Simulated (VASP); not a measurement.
# V (P6_3/mmc) in VASP: a series of runs, part 2 of 2

VASP 6.6.1. The steps go on from the part before.

### 3 Single point, revPBE

This run uses another cell than the first one, of 14.12 Å³/atom.

Input file INCAR:

```
ALGO = Normal
EDIFF = 1E-6
ENCUT = 520
GGA = RE
ISIF = 2
ISMEAR = -1
LASPH = T
LCHARG = F
LREAL = F
LWAVE = F
NBANDS = 34
NELM = 60
PREC = Accurate
SIGMA = 0.1
```

Input file KPOINTS:

```
k-points
0
Gamma
  18 18 5
```

Input file POSCAR:

```
V
1.0
    2.6500609436      0.0000000000      0.0000000000
   -1.3250304718      2.2950200987      0.0000000000
    0.0000000000      0.0000000000      9.2844065607
V
4
Direct
    1.0000000000      1.0000000000      0.0000000000
    1.0000000000      1.0000000000      0.5000000000
    0.3333333333      0.6666666667      0.2500000000
    0.6666666667      0.3333333333      0.7500000000
```

Potentials or basis: VASP PAW PBE potentials, release 64 (V_sv).

The run is started by

```console
$ cat potpaw_PBE.64/V_sv/POTCAR > POTCAR
$ mpirun -np 1 vasp_std > vasp.out
```

OUTCAR:

```text
EDIFF = 1E-6
   ENCUT = 520
   GGA = RE
   ISIF = 2
   ISMEAR = -1
   LASPH = T
   LREAL = F
   NELM = 60
   PREC = Accurate

 ion  position               nearest neighbor table
   1  0.000  0.000  0.000-   3 2.78   4 2.78   3 2.78   4 2.78   4 2.78   3 2.78
   2  0.000  0.000  0.500-   3 2.78   4 2.78   3 2.78   4 2.78   4 2.78   3 2.78
   3  0.333  0.667  0.250-   1 2.78   2 2.78   1 2.78   2 2.78   1 2.78   2 2.78
   4  0.667  0.333  0.750-   1 2.78   2 2.78   1 2.78   2 2.78   1 2.78   2 2.78

  LATTYP: Found a hexagonal cell.
 ALAT       =     2.6500609436
 C/A-ratio  =     3.5034690742

  Lattice vectors:

 A1 = (   2.6500609436,   0.0000000000,   0.0000000000)
 A2 = (  -1.3250304718,   2.2950200987,   0.0000000000)
 A3 = (   0.0000000000,   0.0000000000,   9.2844065607)

Analysis of symmetry for initial positions (statically):
=====================================================================
 Subroutine PRICEL returns:
 Original cell was already a primitive cell.

 Routine SETGRP: Setting up the symmetry group for a
 hexagonal supercell.

 Subroutine GETGRP returns: Found 24 space group operations
 (whereof 12 operations were pure point group operations)
 out of a pool of 24 trial point group operations.

The static configuration has the point symmetry D_3d.
 The point group associated with its full space group is D_6h.

Analysis of symmetry for dynamics (positions and initial velocities):
=====================================================================
 Subroutine PRICEL returns:
 Original cell was already a primitive cell.

 Routine SETGRP: Setting up the symmetry group for a
 hexagonal supercell.

 Subroutine GETGRP returns: Found 24 space group operations
 (whereof 12 operations were pure point group operations)
 out of a pool of 24 trial point group operations.

The dynamic configuration has the point symmetry D_3d.
 The point group associated with its full space group is D_6h.

 Subroutine INISYM returns: Found 24 space group operations
 (whereof 12 operations are pure point group operations),
 and found     1 'primitive' translations

----------------------------------------------------------------------------------------

                                     Primitive cell

  volume of cell :      56.4672

  direct lattice vectors                    reciprocal lattice vectors
     2.650060944  0.000000000  0.000000000     0.377349812  0.217863016  0.000000000
    -1.325030472  2.295020099  0.000000000     0.000000000  0.435726032  0.000000000
     0.000000000  0.000000000  9.284406561     0.000000000  0.000000000  0.107707476

  length of vectors
     2.650060944  2.650060944  9.284406561     0.435726032  0.435726032  0.107707476

  position of ions in fractional coordinates (direct lattice)
     0.000000000  0.000000000  0.000000000
     0.000000000  0.000000000  0.500000000
     0.333333333  0.666666667  0.250000000
     0.666666667  0.333333333  0.750000000

  ion indices of the primitive-cell ions
   primitive index   ion index
                 1           1
[... 20 lines left out ...]
     0.024207002  0.024207002  0.021541495

  Shift w.r.t. Gamma in fractional coordinates (k-lattice)
     0.000000000  0.000000000  0.000000000

 Subroutine IBZKPT returns following result:
 ===========================================

 Found    111 irreducible k-points:

 Following reciprocal coordinates:
            Coordinates               Weight
  0.000000  0.000000  0.000000      1.000000
  0.055556 -0.000000  0.000000      6.000000
  0.111111 -0.000000  0.000000      6.000000
  0.166667 -0.000000  0.000000      6.000000
  0.222222 -0.000000  0.000000      6.000000
  0.277778  0.000000  0.000000      6.000000
[... 16 lines left out ...]
  0.333333  0.111111  0.000000     12.000000
  0.388889  0.111111  0.000000     12.000000
 [... further k-points ...]
   k-points           NKPTS =    111   k-points in BZ     NKDIM =    111   number of bands    NBANDS=     34
   number of dos      NEDOS =    301   number of ions     NIONS =      4
   total plane-waves  NPLWV =  28000
   dimension x,y,z NGX =    20 NGY =   20 NGZ =   70
   dimension x,y,z NGXF=    40 NGYF=   40 NGZF=  140
   ions per type =               4
   NGX,Y,Z   is equivalent  to a cutoff of  12.55, 12.55, 12.53 a.u.
   NGXF,Y,Z  is equivalent  to a cutoff of  25.09, 25.09, 25.07 a.u.
 SYSTEM =  unknown system
   PREC   = accura    normal or accurate (medium, high low for compatibility)
   ISTART =      0    job   : 0-new  1-cont  2-samecut
   ICHARG =      2    charge: 1-file 2-atom 10-const
   ISPIN  =      1    spin polarized calculation?
   LNONCOLLINEAR =      F non collinear calculations
   LSORBIT =      F    spin-orbit coupling
   LASPH  =      T    aspherical Exc in radial PAW
   ENCUT  =  520.0 eV  38.22 Ry    6.18 a.u.   4.93  4.93 17.26*2*pi/ulx,y,z
   NELM   =     60;   NELMIN=  2; NELMDL= -5     # of ELM steps
   EDIFF  = 0.1E-05   stopping-criterion for ELM
   LREAL  =      F    real-space projection
   EDIFFG = 0.1E-04   stopping-criterion for IOM
   NSW    =      0    number of steps for IOM
   IBRION =     -1    ionic relax: 0-MD 1-quasi-New 2-CG
   NFREE  =      0    steps in history (QN), initial steepest desc. (CG)
   ISIF   =      2    stress and relaxation
   ISYM   =      2    0-nonsym 1-usesym 2-fastsym
   POTIM  = 0.5000    time-step for ionic-motion
   TEBEG  =    0.0;   TEEND  =   0.0 temperature during run
   PSTRESS=    0.0 pullay stress
   NELECT =      52.0000    total number of electrons
   NUPDOWN=      -1.0000    fix difference up-down
   EMIN   =  10.00;   EMAX   =-10.00  energy-range for DOS
   EFERMI =   0.00;   METHOD = LEGACY
   ISMEAR =    -1;   SIGMA  =   0.10  broadening in eV -4-tet -1-fermi 0-gaus
   EFERMI_NEDOS =   21; number of points for ismear=-14 and -15
   IALGO  =     38    algorithm
   IMIX   =      4    mixing-type and parameters
     AMIX     =   0.40;   BMIX     =  1.00
     AMIX_MAG =   1.60;   BMIX_MAG =  1.00
  volume/ion in A,a.u.               =      14.12        95.26
  Fermi-wavevector in a.u.,A,eV,Ry     =   1.592736  3.009834 34.515365  2.536808
  Thomas-Fermi vector in A             =   2.691075
   LORBIT       =      0    0 simple, 1 ext, 2 COOP (PROOUT), +10 PAW based schemes
   GGA     = RE    functional components
   LHFCALC =     F    Hartree Fock is set to
   AEXX    =    0.0000 exact exchange contribution
   IVDW    =     0    specifies the selected vdW correction
   LEPSILON=     F    determine dielectric tensor
   LRPA    =     F    only Hartree local field effects (RPA)
 non-spin polarized calculation
  energy-cutoff  :      520.00
  volume of cell :       56.47
 maximum number of plane-waves:      1555
 NGX is ok and might be reduce to    20
   NGX =  9   NGY =  9   NGZ = 35

 number of electron      52.0000008 magnetization

 Free energy of the ion-electron system (eV)
  ---------------------------------------------------
  ext. energy  EPLUGINS =         0.00000000
  ---------------------------------------------------
  free energy    TOTEN  =       -33.64060660 eV

  energy without entropy =      -33.41929035  energy(sigma->0) =      -33.52994847

 E-fermi :   9.5355     XC(G=0): -12.5573

 val. band max:        9.5284126089   @ k =   0.2222   0.0556   0.0000
 cond. band min:       9.5376375773   @ k =   0.3333   0.1111   0.2000
 fundamental gap:      0.0092249683
 Fermi energy:         9.5354697349

 k-point     1 :       0.0000    0.0000    0.0000
  band No.  band energies     occupation
      1     -54.6297      2.00000
      2     -54.5914      2.00000
      3     -54.5456      2.00000
      4     -54.5067      2.00000
      5     -28.6704      2.00000
      6     -28.3604      2.00000
[... 877 lines left out ...]
     33      12.1750      0.00000
     34      12.4331      0.00000

 [... further k-points ...]

------------------------ aborting loop because EDIFF is reached ----------------------------------------

  FORCE on cell =-STRESS in cart. coord.  units (eV):
  Direction    XX          YY          ZZ          XY          YZ          ZX
  --------------------------------------------------------------------------------------
  -------------------------------------------------------------------------------------
  Total        0.1075735      0.1075735      0.0731472      0.0000000      0.0000000      0.0000000
  in kB        3.0522450      3.0522450      2.0754469      0.0000000      0.0000000      0.0000000
  external PRESSURE =       2.7266456 kB  Pullay stress =       0.0000000 kB

 VOLUME and BASIS-vectors are now :
 -----------------------------------------------------------------------------
  energy-cutoff  :      520.00
  volume of cell :       56.47
      direct lattice vectors                 reciprocal lattice vectors
     2.650060944  0.000000000  0.000000000     0.377349812  0.217863016  0.000000000
    -1.325030472  2.295020099  0.000000000     0.000000000  0.435726032  0.000000000
     0.000000000  0.000000000  9.284406561     0.000000000  0.000000000  0.107707476

 POSITION                                       TOTAL-FORCE (eV/Angst)
 -----------------------------------------------------------------------------------
      0.00000      0.00000      0.00000        -0.000000      0.000000      0.000000
      0.00000      0.00000      4.64220         0.000000      0.000000      0.000000
     -0.00000      1.53001      2.32110        -0.000000      0.000000      0.000000
      1.32503      0.76501      6.96330         0.000000      0.000000     -0.000000
 -----------------------------------------------------------------------------------
    total drift:                                0.000000     -0.000000      0.000000

  FREE ENERGIE OF THE ION-ELECTRON SYSTEM (eV)
  ---------------------------------------------------
  free  energy   TOTEN  =       -33.6406065998 eV

  energy  without entropy=      -33.4192903487  energy(sigma->0) =      -33.52994847
```

Run time: 5.4 min. Hardware: 1 thread of Intel Xeon 8259CL, shared host; peak memory 0.28 GiB.

What came out:

| Item | Value |
| --- | --- |
| Free energy | -33.6406 eV |
| Pressure | 0.3 GPa |
| Band gap on the k mesh | zero (bands 26 and 27 overlap by 0.92 eV) |

Levels at points of the mesh, in eV from the Fermi level:
| k point | band 23 | band 24 | band 25 | band 26 | band 27 | band 28 | band 29 | band 30 |
| --- | --- | --- | --- | --- | --- | --- | --- | --- |
| (0.00, 0.00, 0.00) | -0.32 | 0.04 | 0.23 | 0.23 | 0.28 | 0.28 | 0.49 | 0.49 |
| (0.50, 0.00, 0.00) | -1.73 | -0.76 | -0.27 | 0.28 | 0.45 | 1.53 | 1.56 | 1.70 |

Caveat: the PAW data sets were made with another functional, which shifts forces and pressure a little.
